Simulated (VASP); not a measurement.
# CSO: single point with PBE

CSO:

```
CELL_PARAMETERS angstrom
9.52147 0.00000 0.00000
0.00000 9.52147 0.00000
0.00000 0.00000 9.52147
ATOMIC_POSITIONS crystal
O 0.65599 0.58579 0.28050
O 0.77566 0.07997 0.34037
O 0.71227 0.79427 0.58255
O 0.04688 0.31477 0.13898
O 0.12293 0.92844 0.25496
O 0.27998 0.36907 0.76689
O 0.27054 0.57527 0.49473
O 0.47462 0.16485 0.94909
C 0.58372 0.49511 0.24449
C 0.75403 0.16055 0.43246
C 0.77998 0.80942 0.68356
C 0.95943 0.27870 0.05899
C 0.12788 0.95414 0.37278
C 0.36870 0.44771 0.78940
C 0.15615 0.54522 0.52201
C 0.46061 0.04827 0.98092
S 0.47474 0.38267 0.18857
S 0.69380 0.25834 0.55228
S 0.86996 0.81779 0.82299
S 0.86206 0.22258 0.94546
S 0.13189 0.96957 0.53464
S 0.49312 0.55745 0.80609
S 0.98927 0.52395 0.52638
S 0.44345 0.89427 0.02401
```

* Program: VASP 6.6.1
* Task: single point
* Functional: PBE
* Potentials or basis: VASP PAW PBE potentials, release 64 (O_h, C_h, S)
* Cutoff: 1000 eV
* k mesh: 1 × 1 × 1
* Occupations: fermi-dirac, width 0.02 eV
* Spin: no spin polarisation
* Dipole correction: no
* Further INCAR settings: LREAL = Auto; ALGO = Normal; EDIFF = 1e-06; NBANDS = 82

The pressure is 0.4 GPa and the largest force is 3.137 eV/Å.

Forces on the atoms (eV/Å):
```
O    0.951  0.676  0.458
O    0.383  1.066  1.024
O    0.003  0.241 -0.073
O   -0.751  0.026 -0.156
O   -0.028 -0.033 -2.116
O   -1.428 -1.233 -0.056
O    1.406 -0.054  0.311
O    0.117  1.178 -0.470
C   -1.714 -1.095 -0.808
C   -1.101 -0.765 -0.527
C    0.466 -0.344  0.846
C    2.265  0.507  1.416
C   -0.038 -0.344  1.378
C    2.292  1.931  0.018
C   -3.020  0.182 -0.828
C    0.050  0.057  0.001
S    0.732  0.519  0.502
S    0.692 -0.327 -0.482
S   -0.484  0.130 -0.731
S   -1.485 -0.529 -1.259
S    0.077  0.409  0.706
S   -0.814 -0.726  0.077
S    1.597 -0.103  0.377
S   -0.170 -1.368  0.393
```

Stress tensor (GPa, compression positive):
```
-0.09  0.30  0.16
 0.30  0.70 -0.14
 0.16 -0.14  0.62
```

Levels at points of the mesh, in eV from the Fermi level:
```tsv
k point	band 61	band 62	band 63	band 64	band 65	band 66	band 67	band 68
(0.00, 0.00, 0.00)	-0.75	-0.73	-0.65	-0.57	3.94	4.09	4.21	4.28
```

Run time: 5.9 min on 1 thread of Intel(R) Xeon(R) Platinum 8375C CPU @ 2.90GHz (Ice Lake) (shared host), peak memory 1.6 GiB.

Caveat: the k points lie up to 0.66 Å⁻¹ apart; the atoms stand as in a frame of molecular dynamics.
